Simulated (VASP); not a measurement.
# Rb2Zn2P (P-3m1) in VASP: single point with PBE

Aim: the single point of Rb2Zn2P with PBE.

Everything below comes from runs of VASP 6.6.1. Logs are shortened: lines on timing, memory, paths and dates and some standing lists are left out, and cuts for length are marked.

## Step 1: The cell of the first run

Symmetry: P-3m1, No. 164, trigonal system. The conventional cell has a = 4.449 Å, b = 4.449 Å, c = 10.614 Å, α = 90.00°, β = 90.00°, γ = 120.00°. Within 4.7 Å of Rb (site symmetry 3m) lie 4 Zn at 3.56 to 3.74 Å and 3 P at 4.03 Å and 6 Rb at 4.45 Å. Within 3.8 Å of Zn (site symmetry 3m) lie 3 P at 2.65 Å and 3 Zn at 2.87 Å and 4 Rb at 3.56 to 3.74 Å. Within 3.5 Å of P (site symmetry -3m) lie 6 Zn at 2.65 Å.

## Step 2: Single point, PBE

File INCAR:

```
ALGO = Normal
EDIFF = 1E-6
ENCUT = 520
GGA = PE
ISIF = 2
ISMEAR = 0
LASPH = T
LCHARG = F
LREAL = F
LWAVE = F
NBANDS = 32
NELM = 100
PREC = Accurate
SIGMA = 0.1
```

File KPOINTS:

```
k-points
0
Gamma
  12 12 4
```

File POSCAR:

```
Rb2Zn2P
1.0
    4.4491730252      0.0000000000      0.0000000000
   -2.2245865126      3.8530968657      0.0000000000
    0.0000000000      0.0000000000     10.6144740108
Rb Zn P
2 2 1
Direct
    0.3333333333      0.6666666667      0.7077743840
    0.6666666667      0.3333333333      0.2922256160
    0.3333333333      0.6666666667      0.0598619640
    0.6666666667      0.3333333333      0.9401380360
    0.0000000000      0.0000000000      0.0000000000
```

Potentials or basis: VASP PAW PBE potentials, release 64 (Rb_sv, Zn, P).

On the command line:

```
$ cat potpaw_PBE.64/Rb_sv/POTCAR potpaw_PBE.64/Zn/POTCAR potpaw_PBE.64/P/POTCAR > POTCAR
$ mpirun -np 1 vasp_std > vasp.out
```

OUTCAR:

```text
EDIFF = 1E-6
   ENCUT = 520
   GGA = PE
   ISIF = 2
   ISMEAR = 0
   LASPH = T
   LREAL = F
   NELM = 100
   PREC = Accurate

 ion  position               nearest neighbor table
   1  0.333  0.667  0.708-   4 3.56   4 3.56   4 3.56   3 3.74   5 4.03   5 4.03   5 4.03   2 5.10
                             2 5.10   2 5.10
   2  0.667  0.333  0.292-   3 3.56   3 3.56   3 3.56   4 3.74   5 4.03   5 4.03   5 4.03   1 5.10
                             1 5.10   1 5.10
   3  0.333  0.667  0.060-   5 2.65   5 2.65   5 2.65   4 2.87   4 2.87   4 2.87   2 3.56   2 3.56
                             2 3.56   1 3.74
   4  0.667  0.333  0.940-   5 2.65   5 2.65   5 2.65   3 2.87   3 2.87   3 2.87   1 3.56   1 3.56
                             1 3.56   2 3.74
   5  0.000  0.000  0.000-   3 2.65   4 2.65   4 2.65   3 2.65   4 2.65   3 2.65   1 4.03   2 4.03
                             1 4.03   2 4.03   2 4.03   1 4.03

  LATTYP: Found a hexagonal cell.
 ALAT       =     4.4491730252
 C/A-ratio  =     2.3857184134

  Lattice vectors:

 A1 = (   4.4491730252,   0.0000000000,   0.0000000000)
 A2 = (  -2.2245865126,   3.8530968657,   0.0000000000)
 A3 = (   0.0000000000,   0.0000000000,  10.6144740108)

Analysis of symmetry for initial positions (statically):
=====================================================================
 Subroutine PRICEL returns:
 Original cell was already a primitive cell.

 Routine SETGRP: Setting up the symmetry group for a
 hexagonal supercell.

 Subroutine GETGRP returns: Found 12 space group operations
 (whereof 12 operations were pure point group operations)
 out of a pool of 24 trial point group operations.

The static configuration has the point symmetry D_3d.

Analysis of symmetry for dynamics (positions and initial velocities):
=====================================================================
 Subroutine PRICEL returns:
 Original cell was already a primitive cell.

 Routine SETGRP: Setting up the symmetry group for a
 hexagonal supercell.

 Subroutine GETGRP returns: Found 12 space group operations
 (whereof 12 operations were pure point group operations)
 out of a pool of 24 trial point group operations.

The dynamic configuration has the point symmetry D_3d.

 Subroutine INISYM returns: Found 12 space group operations
 (whereof 12 operations are pure point group operations),
[... 101 lines left out ...]
   NELM   =    100;   NELMIN=  2; NELMDL= -5     # of ELM steps
   EDIFF  = 0.1E-05   stopping-criterion for ELM
   LREAL  =      F    real-space projection
   EDIFFG = 0.1E-04   stopping-criterion for IOM
   NSW    =      0    number of steps for IOM
   IBRION =     -1    ionic relax: 0-MD 1-quasi-New 2-CG
   NFREE  =      0    steps in history (QN), initial steepest desc. (CG)
   ISIF   =      2    stress and relaxation
   ISYM   =      2    0-nonsym 1-usesym 2-fastsym
   POTIM  = 0.5000    time-step for ionic-motion
   TEBEG  =    0.0;   TEEND  =   0.0 temperature during run
   PSTRESS=    0.0 pullay stress
   NELECT =      47.0000    total number of electrons
   NUPDOWN=      -1.0000    fix difference up-down
   EMIN   =  10.00;   EMAX   =-10.00  energy-range for DOS
   EFERMI =   0.00;   METHOD = LEGACY
   ISMEAR =     0;   SIGMA  =   0.10  broadening in eV -4-tet -1-fermi 0-gaus
   EFERMI_NEDOS =   21; number of points for ismear=-14 and -15
   IALGO  =     38    algorithm
   IMIX   =      4    mixing-type and parameters
     AMIX     =   0.40;   BMIX     =  1.00
     AMIX_MAG =   1.60;   BMIX_MAG =  1.00
  volume/ion in A,a.u.               =      36.39       245.59
  Fermi-wavevector in a.u.,A,eV,Ry     =   1.042585  1.970200 14.789313  1.086984
  Thomas-Fermi vector in A             =   2.177257
   LORBIT       =      0    0 simple, 1 ext, 2 COOP (PROOUT), +10 PAW based schemes
   GGA     = PE    functional components
   LHFCALC =     F    Hartree Fock is set to
   AEXX    =    0.0000 exact exchange contribution
   IVDW    =     0    specifies the selected vdW correction
   LEPSILON=     F    determine dielectric tensor
   LRPA    =     F    only Hartree local field effects (RPA)
 non-spin polarized calculation
 Gauss-broadening in eV      SIGMA  =   0.10
  energy-cutoff  :      520.00
  volume of cell :      181.96
 maximum number of plane-waves:      4935
 NGX is ok and might be reduce to    36
   NGX = 17   NGY = 17   NGZ = 39

 number of electron      46.9999970 magnetization

 Free energy of the ion-electron system (eV)
  ---------------------------------------------------
  ext. energy  EPLUGINS =         0.00000000
  ---------------------------------------------------
  free energy    TOTEN  =        -9.34889249 eV

  energy without entropy =       -9.33960953  energy(sigma->0) =       -9.34425101

 E-fermi :   1.6118     XC(G=0):  -7.5556

 val. band max:        1.5841315783   @ k =   0.4167  -0.0000   0.2500
 cond. band min:       1.6220705113   @ k =   0.4167  -0.0000   0.5000
 fundamental gap:      0.0379389330
 Fermi energy:         1.6118063650

 k-point     1 :       0.0000    0.0000    0.0000
  band No.  band energies     occupation
      1     -26.8710      2.00000
      2     -26.8692      2.00000
      3     -11.0934      2.00000
      4     -10.9614      2.00000
      5     -10.8874      2.00000
      6     -10.8874      2.00000
[... 829 lines left out ...]
     31       5.5570      0.00000
     32       6.0192      0.00000

 [... further k-points ...]

------------------------ aborting loop because EDIFF is reached ----------------------------------------

  FORCE on cell =-STRESS in cart. coord.  units (eV):
  Direction    XX          YY          ZZ          XY          YZ          ZX
  --------------------------------------------------------------------------------------
  -------------------------------------------------------------------------------------
  Total        0.0495534      0.0495534     -0.0040595      0.0000000      0.0000000      0.0000000
  in kB        0.4363109      0.4363109     -0.0357431      0.0000000      0.0000000      0.0000000
  external PRESSURE =       0.2789596 kB  Pullay stress =       0.0000000 kB

 VOLUME and BASIS-vectors are now :
 -----------------------------------------------------------------------------
  energy-cutoff  :      520.00
  volume of cell :      181.96
      direct lattice vectors                 reciprocal lattice vectors
     4.449173025  0.000000000  0.000000000     0.224760870  0.129765749  0.000000000
    -2.224586513  3.853096866  0.000000000     0.000000000  0.259531498  0.000000000
     0.000000000  0.000000000 10.614474011     0.000000000  0.000000000  0.094210980

 POSITION                                       TOTAL-FORCE (eV/Angst)
 -----------------------------------------------------------------------------------
     -0.00000      2.56873      7.51265        -0.000000      0.000000     -0.004899
      2.22459      1.28437      3.10182         0.000000     -0.000000      0.004899
     -0.00000      2.56873      0.63540        -0.000000      0.000000      0.005167
      2.22459      1.28437      9.97907         0.000000     -0.000000     -0.005167
      0.00000      0.00000      0.00000        -0.000000      0.000000      0.000000
 -----------------------------------------------------------------------------------
    total drift:                               -0.000000      0.000000     -0.000000

  FREE ENERGIE OF THE ION-ELECTRON SYSTEM (eV)
  ---------------------------------------------------
  free  energy   TOTEN  =        -9.3488924915 eV

  energy  without entropy=       -9.3396095338  energy(sigma->0) =       -9.34425101
```

OSZICAR:

```text
N       E                     dE             d eps       ncg     rms          rms(c)
DAV:   1     0.331465640576E+03    0.33147E+03   -0.20039E+04  4416   0.139E+03
DAV:   2     0.271735636524E+02   -0.30429E+03   -0.28874E+03  4696   0.330E+02
DAV:   3    -0.753490374207E+01   -0.34708E+02   -0.34236E+02  5560   0.112E+02
DAV:   4    -0.102342762473E+02   -0.26994E+01   -0.26827E+01  6896   0.210E+01
DAV:   5    -0.102933146671E+02   -0.59038E-01   -0.59021E-01  6232   0.285E+00    0.581E+00
DAV:   6    -0.935455955232E+01    0.93876E+00   -0.19226E+00  6056   0.165E+01    0.391E+00
DAV:   7    -0.935834633432E+01   -0.37868E-02   -0.57314E-01  5472   0.339E+00    0.202E+00
DAV:   8    -0.934955814243E+01    0.87882E-02   -0.62800E-02  5648   0.103E+00    0.525E-01
DAV:   9    -0.934865318802E+01    0.90495E-03   -0.12033E-02  5536   0.712E-01    0.212E-01
DAV:  10    -0.934867325163E+01   -0.20064E-04   -0.17238E-03  6128   0.158E-01    0.147E-01
DAV:  11    -0.934888475173E+01   -0.21150E-03   -0.38534E-04  5136   0.121E-01    0.182E-02
DAV:  12    -0.934888574787E+01   -0.99614E-06   -0.54526E-05  6208   0.495E-02    0.100E-02
DAV:  13    -0.934889158611E+01   -0.58382E-05   -0.17733E-05  5296   0.194E-02    0.345E-03
DAV:  14    -0.934889249150E+01   -0.90539E-06   -0.18725E-06  4544   0.608E-03
   1 F= -.93488925E+01 E0= -.93442510E+01  d E =-.928296E-02
```

Run time: 5.6 min. Hardware: 1 thread of Intel Xeon Platinum 8259CL at 2.50GHz (Skylake/Cascade Lake), shared host; peak memory 0.55 GiB.

Results:

```yaml
Free_energy: -9.3489 eV
Pressure: 0.0 GPa
Largest_force: 0.005 eV/Å
Band_gap_on_the_k_mesh: zero (an odd number of electrons rules out a gap without spin polarisation)
```

Forces on the atoms (eV/Å):
```
Rb   0.000  0.000 -0.005
Rb   0.000  0.000  0.005
Zn   0.000  0.000  0.005
Zn   0.000  0.000 -0.005
P    0.000  0.000  0.000
```

Levels at points of the mesh, in eV from the Fermi level:
| k point | band 22 | band 23 | band 24 | band 25 | band 26 | band 27 |
| --- | --- | --- | --- | --- | --- | --- |
| (0.00, 0.00, 0.00) | -1.61 | -1.61 | -1.19 | 0.57 | 1.27 | 1.45 |
| (0.50, 0.00, 0.00) | -2.28 | -2.05 | 0.15 | 0.68 | 1.14 | 1.79 |
| (0.00, 0.00, 0.50) | -1.61 | -1.61 | -0.96 | -0.28 | 1.44 | 1.44 |
| (0.50, 0.00, 0.50) | -2.27 | -2.05 | 0.02 | 0.80 | 1.22 | 1.50 |
